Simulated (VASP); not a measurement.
Set up this calculation in VASP 6.6.1, as the native input.

```yaml
Task: single point
Functional: PBE
Potentials_or_basis: VASP PAW PBE potentials, release 64 (C, N)
Cutoff: 520 eV
k_mesh: 7 × 3 × 1
Occupations: gaussian, width 0.1 eV
Spin: no spin polarisation
Dipole_correction: yes
Further_INCAR_settings: ALGO = Normal; EDIFF = 1e-06; NBANDS = 34
```

The structure of C10N lies in POSCAR:

```
C10N
1.0
    4.2718357705      0.0000000000      0.0000000000
   -2.1359178852      8.6110540228      0.0000000000
    0.0000000000      0.0000000000     20.2788015587
C N
10 1
Direct
    0.1564123854      0.9794914374      0.1972503152
    0.8230790520      0.9794914374      0.1972503152
    0.6461581041      0.9589828748      0.2574344417
    0.3128247708      0.9589828748      0.2574344417
    0.1338042381      0.9383827998      0.3175270229
    0.8045779070      0.9383826011      0.3175270277
    0.6222260717      0.9176686260      0.3778997877
    0.2954419668      0.9176686383      0.3778996956
    0.0947392598      0.8987954532      0.4329047980
    0.8040521936      0.8987947219      0.4329053437
    0.5947392598      1.1487954532      0.3843193828
```

The input as run:

INCAR

```
SYSTEM = C10N
  PREC = Accurate
  ENCUT = 520
  EDIFF = 1E-6
  ISMEAR = 0
  SIGMA = 0.1
  LREAL = .FALSE.
  LASPH = .TRUE.
  NELM = 60
  ALGO = Normal
  ISIF = 2
  LWAVE = .FALSE.
  LCHARG = .FALSE.
  LDIPOL = .TRUE.
  IDIPOL = 3
  DIPOL = 0.5 0.5 0.323
  GGA = PE
  NBANDS = 34
```

KPOINTS

```
Automatic mesh
0
G
  7 3 1
  0 0 0
```

Potentials or basis: VASP PAW PBE potentials, release 64 (C, N).

The run is started by

```sh
$ cat potpaw_PBE.64/C/POTCAR potpaw_PBE.64/N/POTCAR > POTCAR
$ mpirun -np 1 vasp_std > vasp.out
```

Results of the run:

```
Largest force          : 6.608 eV/Å
Band gap on the k mesh : zero (an odd number of electrons rules out a gap without spin polarisation)
```

It took 5.5 min on 1 thread of Intel(R) Xeon(R) 6975P-C (Granite Rapids), with other jobs on the host, peak memory 0.8 GiB.
